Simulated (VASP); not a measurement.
Here is a VASP 6.6.1 calculation.

The input INCAR:

```
SYSTEM = TeMo5
  PREC = Accurate
  ENCUT = 520
  EDIFF = 1E-6
  ISMEAR = 0
  SIGMA = 0.1
  LREAL = .FALSE.
  LASPH = .TRUE.
  NELM = 80
  ALGO = Fast
  ISIF = 2
  LWAVE = .FALSE.
  LCHARG = .TRUE.
  GGA = PE
  LELF = .TRUE.
  LVHAR = .TRUE.
  NBANDS = 88
```

The input KPOINTS:

```
regular mesh
0
G
  4 4 2
  0 0 0
```

Contents of POSCAR:

```
TeMo5
1.0
    4.5681701290     -0.0098148617     -0.0240640232
    0.0080621065      4.4441501825     -0.0157986772
    0.0540992894      0.0339343853      9.7342623460
Te Mo
2 10
Direct
    0.4162083443      0.9996252362      0.5005279048
    0.9166006634      0.0003534505      0.9995467499
    0.9169351406      0.5017886083      0.4992880700
    0.4175661342      0.4982683975      1.0006382947
    0.4169270325      0.4994504719      0.3288018124
    0.9166043507      0.5005256087      0.8280146597
    0.9167175249      0.5005302039      0.1711876194
    0.4168030136      0.4994661760      0.6719717077
    0.9164562441      0.0005915283      0.3329040150
    0.4164519216      0.9993943191      0.8341339747
    0.4166972571     -0.0005989219      0.1670917192
    0.9160323729      0.0006049217      0.6658934722
```

Potentials or basis: VASP PAW PBE potentials, release 64 (Te, Mo_sv).

Run with:

```sh
$ cat potpaw_PBE.64/Te/POTCAR potpaw_PBE.64/Mo_sv/POTCAR > POTCAR
$ mpirun -np 1 vasp_std > vasp.out
```

Q: Predict the band gap on the k mesh.

A: Zero (band 76 reaches 13.09 eV, above the bottom of band 77 at 12.72 eV).

Q: What does it give for the pressure?

A: 0.3 GPa.

Forces in eV/Å, atoms in the order of the input:
```
Te   0.003 -0.004  0.000
Te   0.004  0.004 -0.005
Mo  -0.008  0.005  0.006
Mo  -0.028 -0.005 -0.002
Mo  -0.010 -0.001  0.018
Mo   0.007  0.002  0.024
Mo   0.012  0.001 -0.018
Mo  -0.012 -0.002 -0.023
Mo   0.002 -0.003  0.002
Mo   0.006  0.004 -0.009
Mo   0.001  0.003 -0.001
Mo   0.023 -0.004  0.007
```

Caveat: spin-orbit coupling is left out, which moves the levels of the heavy elements.
